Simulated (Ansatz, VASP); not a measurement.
# BaF2: VASP beside Ansatz

The input INCAR:

```
SYSTEM = BaF2
PREC = Accurate ; ENCUT = 600
EDIFF = 1E-6 ; ISMEAR = 0
SIGMA = 0.02 ; LREAL = .FALSE.
LASPH = .TRUE. ; NELM = 120
ALGO = Normal ; ISIF = 2
LWAVE = .FALSE. ; LCHARG = .FALSE.
GGA = CA ; NBANDS = 19
GGA_COMPAT = .FALSE.
```

The input KPOINTS:

```
Automatic mesh
0
G
  6 6 6
  0 0 0
```

POSCAR

```
BaF2
1.0
    0.0000000000      3.1446597195      3.1446597195
    3.1446597195      0.0000000000      3.1446597195
    3.1446597195      3.1446597195      0.0000000000
Ba F
1 2
Direct
    0.0000000000      0.0000000000      0.0000000000
    0.2500000000      0.2500000000      0.2500000000
    0.7500000000      0.7500000000      0.7500000000
```

Input for Ansatz:

```yaml
crystal:
  lattice:
    - [0.0, 3.1446597195, 3.1446597195]
    - [3.1446597195, 0.0, 3.1446597195]
    - [3.1446597195, 3.1446597195, 0.0]
  atoms:
    - { symbol: Ba, position: [0.0, 0.0, 0.0] }
    - { symbol: F, position: [0.25, 0.25, 0.25] }
    - { symbol: F, position: [0.75, 0.75, 0.75] }
basis:
  ecutwfc: 420
kpoints:
  mp_grid: { grid: [6, 6, 6] }
hamiltonian:
  xc: lda
scf:
  occupations: { method: gaussian, width: 0.02 }
output:
  forces: true
  stress: true
  eigenvalues: true
```

Alike in both runs: task single point; functional LDA; k mesh 6 × 6 × 6; occupations gaussian, width 0.02 eV; no spin polarisation.

|  | VASP | Ansatz |
| --- | --- | --- |
| version | VASP 6.6.1 | Ansatz 0.2.0 |
| potentials or method | VASP PAW LDA potentials, release 64 (Ba_sv, F), cutoff 600 eV | scalar-relativistic, plane waves, PAW |
| valence electrons in the cell | 24 | 24 |

Ansatz gave:

```
gap on the k mesh at the Fermi level (eV) : 6.29
least direct gap on the mesh (eV)         : 6.35
pressure (GPa)                            : -6.4
```

Question: What did VASP give for the same quantities?

Answer: gap on the k mesh at the Fermi level (eV): 6.22; least direct gap on the mesh (eV): 6.28; pressure (GPa): -5.5.

LDA's correlation is that of Perdew and Zunger in VASP and of Perdew and Wang (1992) in Ansatz.

Neither program's run includes spin-orbit coupling.
